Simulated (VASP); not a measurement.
# CsCl3 (I4/mmm) in VASP: a series of runs

The runs below take CsCl3 through single point, with PBEsol.

All numbers are computed with VASP 6.6.1; they aren't measurements. Logs are shortened: lines on timing, memory, paths and dates and some standing lists are left out, and cuts for length are marked.

## 1. The cell of the first run

It takes space group I4/mmm (No. 139, tetragonal). The conventional cell has a = 4.327 Å, b = 4.327 Å, c = 16.317 Å, α = 90.00°, β = 90.00°, γ = 90.00°. Cs (site symmetry 4/mmm) has 4 Cl at 3.06 Å within 4.0 Å. Cl (site symmetry -4m2) has 4 Cl at 3.06 Å within 4.0 Å. Within 4.0 Å of Cl (site symmetry 4/mmm) lie 4 Cs at 3.06 Å.

## 2. Single point, PBEsol (K replaced by Cs, lengths x 1.048, strained)

File INCAR:

```
SYSTEM = CsCl3
ALGO     = Normal         ! electronic algorithm
EDIFF    = 1E-6           ! SCF threshold, eV
ENCUT    = 520            ! plane-wave cutoff, eV
GGA      = PS             ! functional
ISIF     = 2              ! what is computed and relaxed
ISMEAR   = 0              ! smearing method
LASPH    = .True.         ! aspherical terms in the spheres
LCHARG   = .False.        ! write CHGCAR
LREAL    = .False.        ! projectors in reciprocal space
LWAVE    = .False.        ! write WAVECAR
NBANDS   = 23             ! bands
NELM     = 100            ! most SCF steps
PREC     = Accurate       ! precision mode
SIGMA    = 0.1            ! smearing width, eV
```

File KPOINTS:

```
k-points
0
Gamma
  14 14 14
  0 0 0
```

File POSCAR:

```
CsCl3
1.0
   -2.1636817771      2.1636817771      8.1583822632
    2.1636817771     -2.1636817771      8.1583822632
    2.1636817771      2.1636817771     -8.1583822632
Cs Cl
1 3
Direct
    0.0000000000      0.0000000000      0.0000000000
    0.7500000000      0.2500000000      0.5000000000
    0.2500000000      0.7500000000      0.5000000000
    0.5000000000      0.5000000000      0.0000000000
```

Potentials or basis: VASP PAW PBE potentials, release 64 (Cs_sv, Cl).

Command:

```bash
cat potpaw_PBE.64/Cs_sv/POTCAR potpaw_PBE.64/Cl/POTCAR > POTCAR
mpirun -np 1 vasp_std > vasp.out
```

OUTCAR:

```text
SYSTEM = CsCl3
   EDIFF = 1E-6
   ENCUT = 520
   GGA = PS
   ISIF = 2
   ISMEAR = 0
   LASPH = .True.
   LREAL = .False.
   NELM = 100
   PREC = Accurate

 ion  position               nearest neighbor table
   1  0.000  0.000  0.000-
   2  0.750  0.250  0.500-
   3  0.250  0.750  0.500-
   4  0.500  0.500  0.000-

  LATTYP: Found a body centered tetragonal cell.
 ALAT       =     4.3273635542
 C/A-ratio  =     3.7706017352

  Lattice vectors:

 A1 = (  -2.1636817771,   2.1636817771,   8.1583822632)
 A2 = (   2.1636817771,  -2.1636817771,   8.1583822632)
 A3 = (   2.1636817771,   2.1636817771,  -8.1583822632)

Analysis of symmetry for initial positions (statically):
=====================================================================
 Subroutine PRICEL returns:
 Original cell was already a primitive cell.

 Routine SETGRP: Setting up the symmetry group for a
 body centered tetragonal supercell.

 Subroutine GETGRP returns: Found 16 space group operations
 (whereof 16 operations were pure point group operations)
 out of a pool of 16 trial point group operations.

The static configuration has the point symmetry D_4h.

Analysis of symmetry for dynamics (positions and initial velocities):
=====================================================================
 Subroutine PRICEL returns:
 Original cell was already a primitive cell.

 Routine SETGRP: Setting up the symmetry group for a
 body centered tetragonal supercell.

 Subroutine GETGRP returns: Found 16 space group operations
 (whereof 16 operations were pure point group operations)
 out of a pool of 16 trial point group operations.

The dynamic configuration has the point symmetry D_4h.

 Subroutine INISYM returns: Found 16 space group operations
 (whereof 16 operations are pure point group operations),
 and found     1 'primitive' translations

----------------------------------------------------------------------------------------

                                     Primitive cell

  volume of cell :     152.7745

[... 85 lines left out ...]
   ICHARG =      2    charge: 1-file 2-atom 10-const
   ISPIN  =      1    spin polarized calculation?
   LNONCOLLINEAR =      F non collinear calculations
   LSORBIT =      F    spin-orbit coupling
   LASPH  =      T    aspherical Exc in radial PAW
   ENCUT  =  520.0 eV  38.22 Ry    6.18 a.u.  16.20 16.20 16.20*2*pi/ulx,y,z
   NELM   =    100;   NELMIN=  2; NELMDL= -5     # of ELM steps
   EDIFF  = 0.1E-05   stopping-criterion for ELM
   LREAL  =      F    real-space projection
   EDIFFG = 0.1E-04   stopping-criterion for IOM
   NSW    =      0    number of steps for IOM
   IBRION =     -1    ionic relax: 0-MD 1-quasi-New 2-CG
   NFREE  =      0    steps in history (QN), initial steepest desc. (CG)
   ISIF   =      2    stress and relaxation
   ISYM   =      2    0-nonsym 1-usesym 2-fastsym
   POTIM  = 0.5000    time-step for ionic-motion
   TEBEG  =    0.0;   TEEND  =   0.0 temperature during run
   PSTRESS=    0.0 pullay stress
   NELECT =      30.0000    total number of electrons
   NUPDOWN=      -1.0000    fix difference up-down
   EMIN   =  10.00;   EMAX   =-10.00  energy-range for DOS
   EFERMI =   0.00;   METHOD = LEGACY
   ISMEAR =     0;   SIGMA  =   0.10  broadening in eV -4-tet -1-fermi 0-gaus
   EFERMI_NEDOS =   21; number of points for ismear=-14 and -15
   IALGO  =     38    algorithm
   IMIX   =      4    mixing-type and parameters
     AMIX     =   0.40;   BMIX     =  1.00
     AMIX_MAG =   1.60;   BMIX_MAG =  1.00
  volume/ion in A,a.u.               =      38.19       257.74
  Fermi-wavevector in a.u.,A,eV,Ry     =   0.951550  1.798169 12.319362  0.905448
  Thomas-Fermi vector in A             =   2.080031
   LORBIT       =      0    0 simple, 1 ext, 2 COOP (PROOUT), +10 PAW based schemes
   GGA     = PS    functional components
   LHFCALC =     F    Hartree Fock is set to
   AEXX    =    0.0000 exact exchange contribution
   IVDW    =     0    specifies the selected vdW correction
   LEPSILON=     F    determine dielectric tensor
   LRPA    =     F    only Hartree local field effects (RPA)
 non-spin polarized calculation
 Gauss-broadening in eV      SIGMA  =   0.10
  energy-cutoff  :      520.00
  volume of cell :      152.77
 maximum number of plane-waves:      4159
 NGX is ok and might be reduce to    70
   NGX = 33   NGY = 33   NGZ = 33

 number of electron      29.9999998 magnetization

 Free energy of the ion-electron system (eV)
  ---------------------------------------------------
  ext. energy  EPLUGINS =         0.00000000
  ---------------------------------------------------
  free energy    TOTEN  =        -9.03588784 eV

  energy without entropy =       -9.01651824  energy(sigma->0) =       -9.02620304

 E-fermi :  -1.6655     XC(G=0):  -7.3189

 val. band max:       -1.6846949301   @ k =  -0.3571   0.3571   0.0000
 cond. band min:      -1.6463010549   @ k =  -0.4286   0.5000   0.0714
 fundamental gap:      0.0383938752
 Fermi energy:        -1.6654567110

 k-point     1 :       0.0000    0.0000    0.0000
  band No.  band energies     occupation
      1     -20.7033      2.00000
      2     -15.6031      2.00000
      3     -14.2655      2.00000
      4     -14.2587      2.00000
      5      -7.5902      2.00000
      6      -7.5902      2.00000
[... 613 lines left out ...]
     22       7.7065      0.00000
     23       7.8942      0.00000

 [... further k-points ...]

------------------------ aborting loop because EDIFF is reached ----------------------------------------

  FORCE on cell =-STRESS in cart. coord.  units (eV):
  Direction    XX          YY          ZZ          XY          YZ          ZX
  --------------------------------------------------------------------------------------
  -------------------------------------------------------------------------------------
  Total       -0.3391250     -0.3391250     -0.7670514      0.0000000     -0.0000000      0.0000000
  in kB       -3.5564732     -3.5564732     -8.0442252      0.0000000     -0.0000000      0.0000000
  external PRESSURE =      -5.0523905 kB  Pullay stress =       0.0000000 kB

 VOLUME and BASIS-vectors are now :
 -----------------------------------------------------------------------------
  energy-cutoff  :      520.00
  volume of cell :      152.77
      direct lattice vectors                 reciprocal lattice vectors
    -2.163681777  2.163681777  8.158382263     0.000000000  0.231087587  0.061286660
     2.163681777 -2.163681777  8.158382263     0.231087587  0.000000000  0.061286660
     2.163681777  2.163681777 -8.158382263     0.231087587  0.231087587  0.000000000

 POSITION                                       TOTAL-FORCE (eV/Angst)
 -----------------------------------------------------------------------------------
      0.00000      0.00000      0.00000        -0.000000      0.000000      0.000000
      0.00000      2.16368      4.07919         0.000000     -0.000000     -0.000000
      2.16368      0.00000      4.07919         0.000000     -0.000000     -0.000000
      0.00000      0.00000      8.15838        -0.000000      0.000000      0.000000
 -----------------------------------------------------------------------------------
    total drift:                               -0.000000     -0.000000      0.000000

  FREE ENERGIE OF THE ION-ELECTRON SYSTEM (eV)
  ---------------------------------------------------
  free  energy   TOTEN  =        -9.0358878421 eV

  energy  without entropy=       -9.0165182423  energy(sigma->0) =       -9.02620304
```

stdout:

```text
POSCAR found type information on POSCAR CsCl
 POSCAR found :  2 types and       4 ions
 scaLAPACK will be used
 -----------------------------------------------------------------------------
|                                                                             |
|                                                                             |
|     You enforced a specific xc type in the INCAR file but a different       |
|     I HOPE YOU KNOW WHAT YOU ARE DOING!                                     |
|                                                                             |
 -----------------------------------------------------------------------------

 LDA part: xc-table for (Slater+PW92), standard interpolation
 POSCAR, INCAR and KPOINTS ok, starting setup
 FFT: planning ... GRIDC
 FFT: planning ... GRID_SOFT
 FFT: planning ... GRID
 WAVECAR not read
 entering main loop
```

Run time: 63 min. Hardware: 1 thread of Intel Xeon Platinum 8259CL at 2.50GHz (Skylake/Cascade Lake), shared host; peak memory 1.2 GiB.

What came out:

```
Free energy            : -9.0359 eV
Pressure               : -0.5 GPa
Band gap on the k mesh : zero (band 15 reaches -0.98 eV, above the bottom of band 16 at -2.39 eV)
```

Levels at points of the mesh, in eV from the Fermi level:
| k point | band 13 | band 14 | band 15 | band 16 | band 17 | band 18 |
| --- | --- | --- | --- | --- | --- | --- |
| (0.00, 0.00, 0.00) | -0.22 | -0.22 | 0.29 | 0.29 | 5.34 | 5.39 |
| (0.50, 0.00, 0.00) | -1.26 | -1.19 | -1.11 | -0.72 | 7.13 | 7.66 |
| (0.50, 0.50, 0.00) | 0.14 | 0.14 | 0.68 | 0.68 | 6.34 | 6.66 |
| (0.50, 0.50, 0.50) | -0.22 | -0.22 | 0.29 | 0.29 | 5.31 | 6.47 |

Caveat: the cell differs from its parent crystal (K replaced by Cs, lengths x 1.048, strained); the PAW data sets were made with another functional, which shifts forces and pressure a little; spin-orbit coupling is left out, which moves the levels of the heavy elements.

## 3. Single point, PBEsol (K replaced by Cs, lengths x 1.048, strained)

File INCAR:

```
SYSTEM = CsCl3
  PREC = Accurate
  ENCUT = 520
  EDIFF = 1E-6
  ISMEAR = 0
  SIGMA = 0.1
  LREAL = .FALSE.
  LASPH = .TRUE.
  NELM = 100
  ALGO = Normal
  ISIF = 2
  LWAVE = .FALSE.
  LCHARG = .FALSE.
  GGA = PS
  NBANDS = 23
```

File KPOINTS:

```
regular mesh
0
G
  6 6 6
  0 0 0
```

File POSCAR:

```
CsCl3
1.0
   -2.0029901317      2.0029901317      7.6021373696
    2.0029901317     -2.0029901317      7.6021373696
    2.0029901317      2.0029901317     -7.6021373696
Cs Cl
1 3
Direct
    0.0000000000      0.0000000000      0.0000000000
    0.7500000000      0.2500000000      0.5000000000
    0.2500000000      0.7500000000      0.5000000000
    0.5000000000      0.5000000000      0.0000000000
```

Potentials or basis: VASP PAW PBE potentials, release 64 (Cs_sv, Cl).

Command:

```bash
cat potpaw_PBE.64/Cs_sv/POTCAR potpaw_PBE.64/Cl/POTCAR > POTCAR
mpirun -np 1 vasp_std > vasp.out
```

Run time: 3.7 min. Hardware: 1 thread of Intel Xeon Platinum 8488C (Sapphire Rapids), shared host; peak memory 0.49 GiB.

Results (log left out):

- Free energy: -8.6799 eV
- Pressure: 5.3 GPa
- Band gap on the k mesh: zero (band 15 reaches 1.31 eV, above the bottom of band 16 at -1.28 eV)

Stress tensor (GPa, compression positive):
```
 8.63  0.00  0.00
 0.00  8.63  0.00
 0.00  0.00 -1.26
```

Levels at points of the mesh, in eV from the Fermi level:
```csv
k point,band 12,band 13,band 14,band 15,band 16,band 17,band 18,band 19
"(0.00, 0.00, 0.00)",-0.76,-0.51,-0.51,0.40,0.40,4.09,4.82,7.30
"(0.50, 0.00, 0.00)",-2.03,-1.91,-1.91,-1.83,-1.58,6.73,7.46,7.72
"(0.50, 0.50, 0.00)",-1.68,0.29,0.29,1.01,1.01,5.35,5.79,6.86
"(0.50, 0.50, 0.50)",-0.75,-0.50,-0.50,0.40,0.40,4.04,6.37,7.15
```

Caveat: the k points lie up to 0.37 Å⁻¹ apart; the cell differs from its parent crystal (K replaced by Cs, lengths x 1.048, strained); the PAW data sets were made with another functional, which shifts forces and pressure a little; spin-orbit coupling is left out, which moves the levels of the heavy elements.
